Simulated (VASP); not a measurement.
F, 2 atoms in the cell. Symmetry: P6_3/mmc, No. 194, hexagonal system. Conventional cell: a = 2.808 Å, b = 2.808 Å, c = 2.871 Å, α = 90.00°, β = 90.00°, γ = 120.00°. Within 2.9 Å of F (site symmetry -6m2) lie 14 F at 2.17 to 2.87 Å. 

| Item | Value |
| --- | --- |
| Program | VASP 6.6.1 |
| Task | single point |
| Functional | PBEsol |
| Potentials or basis | VASP PAW PBE potentials, release 64 (F) |
| Cutoff | 520 eV |
| k mesh | 18 × 18 × 10 |
| Occupations | fermi-dirac, width 0.1 eV |
| Spin | no spin polarisation |
| Dipole correction | no |
| Further INCAR settings | ALGO = Normal; EDIFF = 1e-06; NBANDS = 14 |

Potentials or basis: VASP PAW PBE potentials, release 64 (F).

The run is started by

```bash
$ cat potpaw_PBE.64/F/POTCAR > POTCAR
$ mpirun -np 1 vasp_std > vasp.out
```

Hardware: 1 thread of AMD EPYC 7R13 Processor (Zen 3), on a shared host.

Problem. Estimate the wall time of this run.

Solution. Run time: 33 s on 1 thread of AMD EPYC 7R13 Processor (Zen 3), on a shared host, peak memory 0.13 GiB. Counts: scf iterations 11, k points 222.
